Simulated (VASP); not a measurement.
# SnSe (Imm2) in VASP: a series of runs

SnSe is run at these levels: LDA; tasks: single point.

Program: VASP 6.6.1. These are calculated values, not measurements. Logs are shortened: lines on timing, memory, paths and dates and some standing lists are left out, and cuts for length are marked.

## 1. The cell of the first run

The structure is orthorhombic, space group Imm2 (No. 44). The conventional cell has a = 4.167 Å, b = 5.893 Å, c = 4.167 Å, α = 90.00°, β = 90.00°, γ = 90.00°. Sn (site symmetry mm2) has 6 Se at 2.90 to 2.99 Å within 3.8 Å. Within 3.8 Å of Se (site symmetry mm2) lie 6 Sn at 2.90 to 2.99 Å.

## 2. Single point, LDA

Input file INCAR:

```
  ALGO = Normal
  EDIFF = 1E-7
  ENCUT = 520
  GGA = CA
  ISIF = 2
  ISMEAR = 0
  LASPH = True
  LCHARG = False
  LREAL = False
  LWAVE = False
  NBANDS = 17
  NELM = 100
  PREC = Accurate
  SIGMA = 0.05
```

Input file KPOINTS:

```
k-points
0
Gamma
  8 8 8
```

Input file POSCAR:

```
SnSe
1.0
    0.0000000000      2.9466477701      2.9466477701
    2.9466477701      0.0000000000      2.9466477701
    2.9466477701      2.9466477701      0.0000000000
Sn Se
1 1
Direct
   -0.0149981190      0.0000000000      0.0000000000
    0.5000000000      0.5000000000      0.5000000000
```

Potentials or basis: VASP PAW LDA potentials, release 64 (Sn_d, Se).

The run is started by

```
$ cat potpaw_LDA.64/Sn_d/POTCAR potpaw_LDA.64/Se/POTCAR > POTCAR
$ mpirun -np 1 vasp_std > vasp.out
```

OUTCAR:

```text
EDIFF = 1E-7
   ENCUT = 520
   GGA = CA
   ISIF = 2
   ISMEAR = 0
   LASPH = True
   LREAL = False
   NELM = 100
   PREC = Accurate

 ion  position               nearest neighbor table
   1  0.985  0.000  0.000-   2 2.90   2 2.90   2 2.95   2 2.95   2 2.99   2 2.99
   2  0.500  0.500  0.500-   1 2.90   1 2.90   1 2.95   1 2.95   1 2.99   1 2.99

  LATTYP: Found a face centered cubic cell.
 ALAT       =     5.8932955402

  Lattice vectors:

 A1 = (   0.0000000000,   2.9466477701,   2.9466477701)
 A2 = (   2.9466477701,   0.0000000000,   2.9466477701)
 A3 = (   2.9466477701,   2.9466477701,   0.0000000000)

Analysis of symmetry for initial positions (statically):
=====================================================================
 Subroutine PRICEL returns:
 Original cell was already a primitive cell.

 Routine SETGRP: Setting up the symmetry group for a
 face centered cubic supercell.

 Subroutine GETGRP returns: Found  4 space group operations
 (whereof  4 operations were pure point group operations)
 out of a pool of 48 trial point group operations.

The static configuration has the point symmetry C_2v.

Analysis of symmetry for dynamics (positions and initial velocities):
=====================================================================
 Subroutine PRICEL returns:
 Original cell was already a primitive cell.

 Routine SETGRP: Setting up the symmetry group for a
 face centered cubic supercell.

 Subroutine GETGRP returns: Found  4 space group operations
 (whereof  4 operations were pure point group operations)
 out of a pool of 48 trial point group operations.

The dynamic configuration has the point symmetry C_2v.

 Subroutine INISYM returns: Found  4 space group operations
 (whereof  4 operations are pure point group operations),
 and found     1 'primitive' translations

----------------------------------------------------------------------------------------

                                     Primitive cell

  volume of cell :      51.1699

  direct lattice vectors                    reciprocal lattice vectors
     0.000000000  2.946647770  2.946647770    -0.169684346  0.169684346  0.169684346
     2.946647770  0.000000000  2.946647770     0.169684346 -0.169684346  0.169684346
     2.946647770  2.946647770  0.000000000     0.169684346  0.169684346 -0.169684346

  length of vectors
     4.167189240  4.167189240  4.167189240     0.293901909  0.293901909  0.293901909

[... 73 lines left out ...]
   ICHARG =      2    charge: 1-file 2-atom 10-const
   ISPIN  =      1    spin polarized calculation?
   LNONCOLLINEAR =      F non collinear calculations
   LSORBIT =      F    spin-orbit coupling
   LASPH  =      T    aspherical Exc in radial PAW
   ENCUT  =  520.0 eV  38.22 Ry    6.18 a.u.   7.75  7.75  7.75*2*pi/ulx,y,z
   NELM   =    100;   NELMIN=  2; NELMDL= -5     # of ELM steps
   EDIFF  = 0.1E-06   stopping-criterion for ELM
   LREAL  =      F    real-space projection
   EDIFFG = 0.1E-05   stopping-criterion for IOM
   NSW    =      0    number of steps for IOM
   IBRION =     -1    ionic relax: 0-MD 1-quasi-New 2-CG
   NFREE  =      0    steps in history (QN), initial steepest desc. (CG)
   ISIF   =      2    stress and relaxation
   ISYM   =      2    0-nonsym 1-usesym 2-fastsym
   POTIM  = 0.5000    time-step for ionic-motion
   TEBEG  =    0.0;   TEEND  =   0.0 temperature during run
   PSTRESS=    0.0 pullay stress
   NELECT =      20.0000    total number of electrons
   NUPDOWN=      -1.0000    fix difference up-down
   EMIN   =  10.00;   EMAX   =-10.00  energy-range for DOS
   EFERMI =   0.00;   METHOD = LEGACY
   ISMEAR =     0;   SIGMA  =   0.05  broadening in eV -4-tet -1-fermi 0-gaus
   EFERMI_NEDOS =   21; number of points for ismear=-14 and -15
   IALGO  =     38    algorithm
   IMIX   =      4    mixing-type and parameters
     AMIX     =   0.40;   BMIX     =  1.00
     AMIX_MAG =   1.60;   BMIX_MAG =  1.00
  volume/ion in A,a.u.               =      25.58       172.66
  Fermi-wavevector in a.u.,A,eV,Ry     =   1.196961  2.261928 19.493274  1.432715
  Thomas-Fermi vector in A             =   2.332888
   LORBIT       =      0    0 simple, 1 ext, 2 COOP (PROOUT), +10 PAW based schemes
   GGA     = CA    functional components
   LHFCALC =     F    Hartree Fock is set to
   AEXX    =    0.0000 exact exchange contribution
   IVDW    =     0    specifies the selected vdW correction
   LEPSILON=     F    determine dielectric tensor
   LRPA    =     F    only Hartree local field effects (RPA)
 non-spin polarized calculation
 Gauss-broadening in eV      SIGMA  =   0.05
  energy-cutoff  :      520.00
  volume of cell :       51.17
 maximum number of plane-waves:      1411
   NGX = 15   NGY = 15   NGZ = 15

 number of electron      19.9999998 magnetization

 Free energy of the ion-electron system (eV)
  ---------------------------------------------------
  ext. energy  EPLUGINS =         0.00000000
  ---------------------------------------------------
  free energy    TOTEN  =        -9.50879306 eV

  energy without entropy =       -9.50879306  energy(sigma->0) =       -9.50879306

 E-fermi :   6.3187     XC(G=0): -10.1670

 val. band max:        6.0357853761   @ k =   0.1250   0.0000  -0.2500
 cond. band min:       6.8032166558   @ k =   0.5000  -0.1250  -0.1250
 fundamental gap:      0.7674312797
 Fermi energy:         6.3187413346

 k-point     1 :       0.0000    0.0000    0.0000
  band No.  band energies     occupation
      1     -15.3293      2.00000
      2     -15.3291      2.00000
      3     -15.3241      2.00000
      4     -15.3240      2.00000
      5     -15.3237      2.00000
      6      -8.1604      2.00000
[... 457 lines left out ...]
      4     -15.3094      2.00000
      5     -15.3091      2.00000
      6      -7.1050      2.00000
[... 9 lines left out ...]
     16      15.8885      0.00000
     17      17.1883      0.00000

 [... further k-points ...]
[... 5 lines left out ...]
  --------------------------------------------------------------------------------------
  -------------------------------------------------------------------------------------
  Total        0.0342961      0.0563691      0.0563691      0.0000000      0.0086408      0.0000000
  in kB        1.0738428      1.7649693      1.7649693      0.0000000      0.2705515      0.0000000
  external PRESSURE =       1.5345938 kB  Pullay stress =       0.0000000 kB

 VOLUME and BASIS-vectors are now :
 -----------------------------------------------------------------------------
  energy-cutoff  :      520.00
  volume of cell :       51.17
      direct lattice vectors                 reciprocal lattice vectors
     0.000000000  2.946647770  2.946647770    -0.169684346  0.169684346  0.169684346
     2.946647770  0.000000000  2.946647770     0.169684346 -0.169684346  0.169684346
     2.946647770  2.946647770  0.000000000     0.169684346  0.169684346 -0.169684346

 POSITION                                       TOTAL-FORCE (eV/Angst)
 -----------------------------------------------------------------------------------
      0.00000      2.90245      2.90245        -0.000000      0.022304      0.022304
      2.94665      2.94665      2.94665         0.000000     -0.022304     -0.022304
 -----------------------------------------------------------------------------------
    total drift:                               -0.000000      0.000041      0.000041

  FREE ENERGIE OF THE ION-ELECTRON SYSTEM (eV)
  ---------------------------------------------------
  free  energy   TOTEN  =        -9.5087930629 eV

  energy  without entropy=       -9.5087930629  energy(sigma->0) =       -9.50879306
```

OSZICAR:

```text
N       E                     dE             d eps       ncg     rms          rms(c)
DAV:   1     0.131206840910E+03    0.13121E+03   -0.98685E+03  3336   0.148E+03
DAV:   2     0.304859786177E+01   -0.12816E+03   -0.12394E+03  3462   0.351E+02
DAV:   3    -0.934437612120E+01   -0.12393E+02   -0.12296E+02  3968   0.945E+01
DAV:   4    -0.966204734808E+01   -0.31767E+00   -0.31743E+00  3949   0.159E+01
DAV:   5    -0.967071883634E+01   -0.86715E-02   -0.86709E-02  4563   0.260E+00    0.353E+00
DAV:   6    -0.951723188942E+01    0.15349E+00   -0.35584E-01  4761   0.370E+00    0.217E+00
DAV:   7    -0.951023873439E+01    0.69932E-02   -0.60908E-02  3957   0.114E+00    0.957E-01
DAV:   8    -0.950892288628E+01    0.13158E-02   -0.58755E-03  4025   0.662E-01    0.701E-02
DAV:   9    -0.950879325120E+01    0.12964E-03   -0.98617E-04  4762   0.250E-01    0.402E-02
DAV:  10    -0.950879234565E+01    0.90555E-06   -0.84136E-05  3831   0.545E-02    0.834E-03
DAV:  11    -0.950879309038E+01   -0.74473E-06   -0.62035E-06  4210   0.187E-02    0.335E-03
DAV:  12    -0.950879306293E+01    0.27451E-07   -0.49829E-07  4148   0.961E-03
   1 F= -.95087931E+01 E0= -.95087931E+01  d E =-.103115E-16
```

stdout:

```text
POSCAR found type information on POSCAR SnSe
 POSCAR found :  2 types and       2 ions
 scaLAPACK will be used
 LDA part: xc-table for (Slater(with rela. corr.)+CA(PZ))
 , standard interpolation
 POSCAR, INCAR and KPOINTS ok, starting setup
 FFT: planning ... GRIDC
 FFT: planning ... GRID_SOFT
 FFT: planning ... GRID
 WAVECAR not read
 entering main loop
```

It took 22 s on 1 thread of Intel Xeon 6975P-C (Granite Rapids), shared host; peak memory 0.21 GiB.

Results:

```
Free energy            : -9.5088 eV
Pressure               : 0.2 GPa
Largest force          : 0.032 eV/Å
Band gap on the k mesh : 0.77 eV, indirect (least direct gap 0.90 eV)
```

Forces on the atoms (eV/Å):
```
Sn   0.000  0.022  0.022
Se   0.000 -0.022 -0.022
```

Levels at points of the mesh, in eV from the valence-band top:
| k point | band 8 | band 9 | band 10 | band 11 | band 12 | band 13 |
| --- | --- | --- | --- | --- | --- | --- |
| (0.00, 0.00, 0.00) | -2.23 | -2.22 | -2.22 | 4.55 | 4.55 | 4.59 |
| (0.50, 0.00, 0.00) | -1.97 | -1.95 | -0.03 | 0.92 | 1.28 | 1.29 |
| (0.00, 0.50, 0.00) | -1.96 | -1.96 | -0.01 | 0.90 | 1.29 | 1.30 |
| (0.50, 0.50, 0.00) | -5.70 | -3.80 | -3.80 | 2.89 | 5.75 | 5.76 |
| (0.00, 0.50, 0.50) | -5.80 | -3.81 | -3.79 | 2.87 | 5.75 | 5.78 |

Caveat: the cell differs from its parent crystal (all Sn atoms moved +0.062 Å, as atom 1 towards its neighbour atom 1 (Sn) at 4.167 Å); spin-orbit coupling is left out, which moves the levels of the heavy elements. A k mesh can miss the band edges.

## 3. Single point, LDA

Input file INCAR:

```
ALGO = Normal ; EDIFF = 1E-7
ENCUT = 520 ; ISIF = 2
ISMEAR = 0 ; LASPH = T
LCHARG = T ; LELF = T
LREAL = F ; LVHAR = T
LWAVE = F ; NBANDS = 17
NELM = 100 ; PREC = Accurate
SIGMA = 0.05
```

KPOINTS is that of step 2.

POSCAR: that of step 2 with these lines changed.

```diff
@@ -8,3 +8,3 @@
 Direct
-   -0.0149981190      0.0000000000      0.0000000000
+   -0.0089988714      0.0000000000      0.0000000000
     0.5000000000      0.5000000000      0.5000000000
```

Potentials or basis: VASP PAW LDA potentials, release 64 (Sn_d, Se).

The run is started by

```
$ cat potpaw_LDA.64/Sn_d/POTCAR potpaw_LDA.64/Se/POTCAR > POTCAR
$ mpirun -np 1 vasp_std > vasp.out
```

It took 23 s on 1 thread of Intel Xeon 6975P-C (Granite Rapids), shared host; peak memory 0.21 GiB.

It converged, with:

```
Free energy            : -9.5094 eV
Pressure               : 0.1 GPa
Largest force          : 0.018 eV/Å
Band gap on the k mesh : 0.77 eV, indirect (least direct gap 0.91 eV)
```

Forces on the atoms (eV/Å):
```
Sn   0.000  0.012  0.012
Se   0.000 -0.012 -0.012
```

Levels at points of the mesh, in eV from the valence-band top:
| k point | band 7 | band 8 | band 9 | band 10 | band 11 | band 12 | band 13 | band 14 |
| --- | --- | --- | --- | --- | --- | --- | --- | --- |
| (0.00, 0.00, 0.00) | -4.84 | -2.23 | -2.22 | -2.22 | 4.57 | 4.57 | 4.59 | 5.92 |
| (0.50, 0.00, 0.00) | -8.32 | -1.96 | -1.95 | -0.02 | 0.91 | 1.27 | 1.28 | 8.46 |
| (0.00, 0.50, 0.00) | -8.32 | -1.95 | -1.95 | -0.01 | 0.90 | 1.28 | 1.28 | 8.46 |
| (0.50, 0.50, 0.00) | -6.04 | -5.76 | -3.81 | -3.81 | 2.89 | 5.75 | 5.75 | 6.42 |
| (0.00, 0.50, 0.50) | -6.00 | -5.80 | -3.81 | -3.80 | 2.89 | 5.75 | 5.76 | 6.42 |

Caveat: the cell differs from its parent crystal (all Sn atoms moved +0.037 Å, as atom 1 towards its neighbour atom 1 (Sn) at 4.167 Å); spin-orbit coupling is left out, which moves the levels of the heavy elements.

## 4. Single point, LDA

Input file INCAR:

```
  PREC = Accurate
  ENCUT = 520
  EDIFF = 1E-6
  ISMEAR = 0
  SIGMA = 0.05
  LREAL = False
  LASPH = True
  NELM = 60
  ALGO = Normal
  ISIF = 2
  LWAVE = False
  LCHARG = True
  LELF = True
  LVHAR = True
  NBANDS = 17
```

Input file KPOINTS:

```
regular mesh
0
Gamma
  8 8 8
```

POSCAR: that of step 3 with these lines changed.

```diff
@@ -8,3 +8,3 @@
 Direct
-   -0.0089988714      0.0000000000      0.0000000000
+   -0.0029996238      0.0000000000      0.0000000000
     0.5000000000      0.5000000000      0.5000000000
```

The run is started by

```
$ cat potpaw_LDA.64/Sn_d/POTCAR potpaw_LDA.64/Se/POTCAR > POTCAR
$ mpirun -np 1 vasp_std > vasp.out
```

Run time: 21 s. Hardware: 1 thread of Intel Xeon 6975P-C (Granite Rapids), shared host; peak memory 0.21 GiB.

It converged, with:

```
Free energy            : -9.5097 eV
Pressure               : 0.1 GPa
Largest force          : 0.006 eV/Å
Band gap on the k mesh : 0.77 eV, indirect (least direct gap 0.91 eV)
```

Forces in eV/Å, atoms in the order of the input:
```
Sn   0.000  0.004  0.004
Se   0.000 -0.004 -0.004
```

Levels at points of the mesh, in eV from the valence-band top:
```csv
k point,band 7,band 8,band 9,band 10,band 11,band 12,band 13,band 14
"(0.00, 0.00, 0.00)",-4.84,-2.23,-2.23,-2.23,4.58,4.59,4.59,5.92
"(0.50, 0.00, 0.00)",-8.32,-1.95,-1.95,-0.01,0.90,1.27,1.27,8.46
"(0.00, 0.50, 0.00)",-8.32,-1.95,-1.95,-0.01,0.90,1.27,1.27,8.46
"(0.50, 0.50, 0.00)",-6.00,-5.79,-3.81,-3.81,2.90,5.74,5.74,6.42
"(0.00, 0.50, 0.50)",-6.00,-5.80,-3.81,-3.81,2.90,5.74,5.75,6.42
```

Caveat: the cell differs from its parent crystal (all Sn atoms moved +0.013 Å, as atom 1 towards its neighbour atom 1 (Sn) at 4.167 Å); spin-orbit coupling is left out, which moves the levels of the heavy elements. A k mesh can miss the band edges.
